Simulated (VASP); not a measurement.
Wanted: the native input for a VASP 6.6.1 run.

- Task: relaxation of cell and atoms
- Functional: PBEsol
- Potentials or basis: VASP PAW PBE potentials, release 64 (W_sv, C)
- Cutoff: 600 eV
- k mesh: 10 × 10 × 9
- Occupations: fermi-dirac, width 0.05 eV
- Spin: no spin polarisation
- Target pressure: 30 GPa
- Dipole correction: no
- Further INCAR settings: ALGO = Normal; EDIFF = 1e-07; IBRION = 2; EDIFFG = -0.01; NSW = 80; ISIF = 3

The structure of WC (Qusongite) lies in POSCAR:

```
WC
1.0
    2.9065000000      0.0000000000      0.0000000000
   -1.4532500000      2.5171028361      0.0000000000
    0.0000000000      0.0000000000      2.8366000000
W C
1 1
Direct
    0.0000000000      0.0000000000      0.0000000000
    0.6666666667      0.3333333333      0.5000000000
```

The input as run:

INCAR

```
PREC = Accurate
ENCUT = 600
EDIFF = 1E-7
ISMEAR = -1
SIGMA = 0.05
LREAL = F
LASPH = T
NELM = 60
ALGO = Normal
ISIF = 3
LWAVE = F
LCHARG = F
GGA = PS
IBRION = 2
NSW = 80
EDIFFG = -0.01
PSTRESS = 300.0
```

KPOINTS

```
Automatic mesh
0
Gamma
  10 10 9
```

Potentials or basis: VASP PAW PBE potentials, release 64 (W_sv, C).

The run is started by

```bash
$ cat potpaw_PBE.64/W_sv/POTCAR potpaw_PBE.64/C/POTCAR > POTCAR
$ mpirun -np 1 vasp_std > vasp.out
```

Results of the run:

* Relaxed volume: 9.68 Å³/atom
* Relaxed cell: a = 2.836 Å, b = 2.836 Å, c = 2.780 Å, α = 90.00°, β = 90.00°, γ = 120.00°
* Space group after relaxing (to 0.05 Å): P-6m2 (No. 187)
* Energy change on relaxing (the enthalpy is what falls): +56.3 meV/atom
* Ionic steps: 7
* Pressure after relaxing: 30.0 GPa
* Band gap on the k mesh: zero (band 9 reaches 12.62 eV, above the bottom of band 10 at 11.32 eV)

Caveat: the cell is relaxed towards a set pressure, so the enthalpy falls and the energy may rise; the PAW data sets were made with another functional, which shifts forces and pressure a little; spin-orbit coupling is left out, which moves the levels of the heavy elements.

Wall time 51 s on 1 thread of Intel Xeon 6975P-C, on a shared host, peak memory 0.17 GiB.
